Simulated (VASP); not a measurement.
# MoS2 (R3m) in VASP: a series of runs, part 2 of 2

VASP 6.6.1.

### Step 3. Density of states, PBEsol+U

File POSCAR:

```
MoS2
1.0
    1.5800000000      0.9122134253      6.1500000000
   -1.5800000000      0.9122134253      6.1500000000
    0.0000000000     -1.8244268506      6.1500000000
Mo S
1 2
Direct
    0.0000000000      0.0000000000      0.0000000000
    0.4170000000      0.4170000000      0.4170000000
    0.2500000000      0.2500000000      0.2500000000
```

File INCAR.step1:

```
PREC = Accurate ; ENCUT = 520
EDIFF = 1E-6 ; ISMEAR = -1
SIGMA = 0.05 ; LREAL = F
LASPH = T ; NELM = 150
ALGO = Normal ; ISIF = 2
LWAVE = F ; LCHARG = T
LMAXMIX = 4 ; LDAU = T
LDAUTYPE = 2 ; LDAUL = 2 -1
LDAUU = 3 0 ; LDAUJ = 0 0
LDAUPRINT = 1 ; GGA = PS
NBANDS = 20
```

File KPOINTS.step1:

```
regular mesh
0
Gamma
  10 10 10
```

File INCAR.step2:

```
PREC = Accurate ; ENCUT = 520
EDIFF = 1E-6 ; ISMEAR = -5
SIGMA = 0.05 ; LREAL = F
LASPH = T ; NELM = 150
ALGO = Normal ; ISIF = 2
LWAVE = F ; LCHARG = F
LMAXMIX = 4 ; LDAU = T
LDAUTYPE = 2 ; LDAUL = 2 -1
LDAUU = 3 0 ; LDAUJ = 0 0
LDAUPRINT = 1 ; GGA = PS
LORBIT = 11 ; NBANDS = 20
NEDOS = 1001 ; ICHARG = 11
```

File KPOINTS.step2:

```
regular mesh
0
Gamma
  15 15 15
```

Potentials or basis: VASP PAW PBE potentials, release 64 (Mo_sv, S).

Run with:

```console
$ cat potpaw_PBE.64/Mo_sv/POTCAR potpaw_PBE.64/S/POTCAR > POTCAR
$ cp INCAR.step1 INCAR
$ cp KPOINTS.step1 KPOINTS
$ mpirun -np 1 vasp_std > vasp.out
$ cp INCAR.step2 INCAR
$ cp KPOINTS.step2 KPOINTS
$ mpirun -np 1 vasp_std > vasp.out
```

OUTCAR:

```text
PREC = Accurate
   ENCUT = 520
   EDIFF = 1E-6
   ISMEAR = -5
   LREAL = F
   LASPH = T
   NELM = 150
   ISIF = 2
   GGA = PS
   LORBIT = 11
   ICHARG = 11

 ion  position               nearest neighbor table
   1  0.000  0.000  0.000-   3 2.39   3 2.39   3 2.39   2 2.39   2 2.39   2 2.39
   2  0.417  0.417  0.417-   1 2.39   1 2.39   1 2.39
   3  0.250  0.250  0.250-   1 2.39   1 2.39   1 2.39

  LATTYP: Found a trigonal (rhomboedric) cell.
 ALAT       =     6.4149071181
 COS(alpha) =     0.8786713335

  Lattice vectors:

 A1 = (   1.5800000000,   0.9122134253,   6.1500000000)
 A2 = (  -1.5800000000,   0.9122134253,   6.1500000000)
 A3 = (   0.0000000000,  -1.8244268506,   6.1500000000)

Analysis of symmetry for initial positions (statically):
=====================================================================
 Subroutine PRICEL returns:
 Original cell was already a primitive cell.

 Routine SETGRP: Setting up the symmetry group for a
 trigonal (rhombohedral) supercell.

[... 204 lines left out ...]
  energy without entropy =      -19.83955777  energy(sigma->0) =      -19.83955777

 E-fermi :   7.6657     XC(G=0): -11.0062

 val. band max:        7.6290385091   @ k =   0.4667   0.4667   0.4667
 cond. band min:       8.5352913984   @ k =  -0.2000   0.4667   0.1333
 fundamental gap:      0.9062528892
 Fermi energy:         7.6657106488

 k-point     1 :       0.0000    0.0000    0.0000
  band No.  band energies     occupation
      1     -54.1105      2.00000
      2     -28.2934      2.00000
      3     -28.0728      2.00000
      4     -28.0728      2.00000
      5      -7.5236      2.00000
      6      -5.7647      2.00000
[... 541 lines left out ...]
     19      16.2123      0.00000
     20      16.6359      0.00000

 [... further k-points ...]
[... 5 lines left out ...]
  --------------------------------------------------------------------------------------
  -------------------------------------------------------------------------------------
  Total        0.3601020      0.3601020      1.4042186      0.0000000     -0.0000000      0.0000000
  in kB       10.8481632     10.8481632     42.3024373      0.0000000     -0.0000000      0.0000000
  external PRESSURE =      21.3329212 kB  Pullay stress =       0.0000000 kB

 VOLUME and BASIS-vectors are now :
 -----------------------------------------------------------------------------
  energy-cutoff  :      520.00
  volume of cell :       53.18
      direct lattice vectors                 reciprocal lattice vectors
     1.580000000  0.912213425  6.150000000     0.316455696  0.182705781  0.054200542
    -1.580000000  0.912213425  6.150000000    -0.316455696  0.182705781  0.054200542
     0.000000000 -1.824426851  6.150000000     0.000000000 -0.365411563  0.054200542

 POSITION                                       TOTAL-FORCE (eV/Angst)
 -----------------------------------------------------------------------------------
      0.00000      0.00000      0.00000         0.000000     -0.000000      0.086966
      0.00000      0.00000      7.69365         0.000000      0.000000      0.376400
      0.00000      0.00000      4.61250         0.000000      0.000000     -0.463366
 -----------------------------------------------------------------------------------
    total drift:                               -0.000000     -0.000000      0.000052

  FREE ENERGIE OF THE ION-ELECTRON SYSTEM (eV)
  ---------------------------------------------------
  free  energy   TOTEN  =       -19.8395577728 eV

  energy  without entropy=      -19.8395577728  energy(sigma->0) =      -19.83955777

 total charge

# of ion       s       p       d       tot
------------------------------------------
    1        2.305   6.235   3.932  12.473
    2        1.358   2.335   0.000   3.693
    3        1.357   2.338   0.000   3.695
--------------------------------------------------
tot          5.020  10.909   3.932  19.861
```

OUTCAR.step1:

```text
PREC = Accurate
   ENCUT = 520
   EDIFF = 1E-6
   ISMEAR = -1
   LREAL = F
   LASPH = T
[... 813 lines left out ...]
      0.00000      0.00000      0.00000         0.000000     -0.000000      0.086994
      0.00000      0.00000      7.69365         0.000000      0.000000      0.375851
      0.00000      0.00000      4.61250         0.000000     -0.000000     -0.462845
 -----------------------------------------------------------------------------------
    total drift:                                0.000000     -0.000000      0.000077

  FREE ENERGIE OF THE ION-ELECTRON SYSTEM (eV)
  ---------------------------------------------------
  free  energy   TOTEN  =       -19.8396051988 eV

  energy  without entropy=      -19.8396040736  energy(sigma->0) =      -19.83960464
```

OSZICAR.step1:

```text
N       E                     dE             d eps       ncg     rms          rms(c)
DAV:   1     0.185070746042E+03    0.18507E+03   -0.13460E+04  4640   0.123E+03
DAV:   2    -0.140576291733E+02   -0.19913E+03   -0.19367E+03  5644   0.317E+02
DAV:   3    -0.214153644739E+02   -0.73577E+01   -0.72847E+01  5752   0.570E+01
DAV:   4    -0.214996327141E+02   -0.84268E-01   -0.84225E-01  5580   0.644E+00
DAV:   5    -0.215009334084E+02   -0.13007E-02   -0.13006E-02  5908   0.785E-01    0.259E+01
DAV:   6    -0.201785326273E+02    0.13224E+01   -0.10596E+01  4900   0.205E+01    0.888E+00
DAV:   7    -0.199227009955E+02    0.25583E+00   -0.30474E+00  4728   0.106E+01    0.563E+00
DAV:   8    -0.198406860647E+02    0.82015E-01   -0.42438E-01  5328   0.403E+00    0.171E+00
DAV:   9    -0.198405546602E+02    0.13140E-03   -0.15755E-02  5468   0.797E-01    0.478E-01
DAV:  10    -0.198396165703E+02    0.93809E-03   -0.67781E-03  5208   0.577E-01    0.144E-01
DAV:  11    -0.198396099509E+02    0.66194E-05   -0.39433E-04  5488   0.136E-01    0.498E-02
DAV:  12    -0.198395936695E+02    0.16281E-04   -0.73456E-05  5276   0.573E-02    0.238E-02
DAV:  13    -0.198396057100E+02   -0.12040E-04   -0.20956E-05  4992   0.258E-02    0.112E-02
DAV:  14    -0.198396051988E+02    0.51119E-06   -0.16624E-06  3744   0.792E-03
   1 F= -.19839605E+02 E0= -.19839605E+02  d E =-.112523E-05
```

Wall time 22 min (1 thread of Oxide Virtual Turin-like, shared host); peak memory 0.53 GiB.

What came out:

| Quantity | Value |
| --- | --- |
| Valence electrons inside the program's atomic spheres | Mo 12.47; S 3.69 |

Eigenvalues of the final occupation matrices:
```
    site  spin  trace               eigenvalues
site 1 d     1   1.99  0.39 0.39 0.40 0.40 0.42
site 1 d     2   1.99  0.39 0.39 0.40 0.40 0.42
```

Caveat: the PAW data sets were made with another functional, which shifts forces and pressure a little.

### Step 4. Density of states, PBEsol+U

POSCAR is that of step 3.

File INCAR.step1:

```
SYSTEM = MoS2
PREC = Accurate
ENCUT = 520
EDIFF = 1E-6
ISMEAR = -1
SIGMA = 0.05
LREAL = .False.
LASPH = .True.
NELM = 150
ALGO = Normal
ISIF = 2
LWAVE = .False.
LCHARG = .True.
LMAXMIX = 4
LDAU = .True.
LDAUTYPE = 2
LDAUL = 2 -1
LDAUU = 5 0
LDAUJ = 0 0
LDAUPRINT = 1
GGA = PS
NBANDS = 20
```

File KPOINTS.step1:

```
Automatic mesh
0
Gamma
  10 10 10
  0 0 0
```

File INCAR.step2:

```
SYSTEM = MoS2
PREC = Accurate
ENCUT = 520
EDIFF = 1E-6
ISMEAR = -5
SIGMA = 0.05
LREAL = .False.
LASPH = .True.
NELM = 150
ALGO = Normal
ISIF = 2
LWAVE = .False.
LCHARG = .False.
LMAXMIX = 4
LDAU = .True.
LDAUTYPE = 2
LDAUL = 2 -1
LDAUU = 5 0
LDAUJ = 0 0
LDAUPRINT = 1
GGA = PS
LORBIT = 11
NBANDS = 20
NEDOS = 1001
ICHARG = 11
```

File KPOINTS.step2:

```
Automatic mesh
0
Gamma
  15 15 15
  0 0 0
```

Run with:

```console
$ cat potpaw_PBE.64/Mo_sv/POTCAR potpaw_PBE.64/S/POTCAR > POTCAR
$ cp INCAR.step1 INCAR
$ cp KPOINTS.step1 KPOINTS
$ mpirun -np 1 vasp_std > vasp.out
$ cp INCAR.step2 INCAR
$ cp KPOINTS.step2 KPOINTS
$ mpirun -np 1 vasp_std > vasp.out
```

Wall time 22 min (1 thread of Oxide Virtual Turin-like, shared host); peak memory 0.53 GiB.

It converged, with:

```yaml
Valence_electrons_inside_the_program's_atomic_spheres: Mo 12.43; S 3.70
```

Levels at points of the mesh, in eV from the valence-band top:
| k point | band 11 | band 12 | band 13 | band 14 | band 15 | band 16 |
| --- | --- | --- | --- | --- | --- | --- |
| (0.00, 0.00, 0.00) | -2.23 | -1.28 | -1.20 | 2.09 | 2.09 | 2.50 |

Eigenvalues of the final occupation matrices:
| site | spin | trace | eigenvalues |
| --- | --- | --- | --- |
| site 1 d | 1 | 1.97 | 0.38 0.38 0.39 0.39 0.43 |
| site 1 d | 2 | 1.97 | 0.38 0.38 0.39 0.39 0.43 |

Caveat: the PAW data sets were made with another functional, which shifts forces and pressure a little.
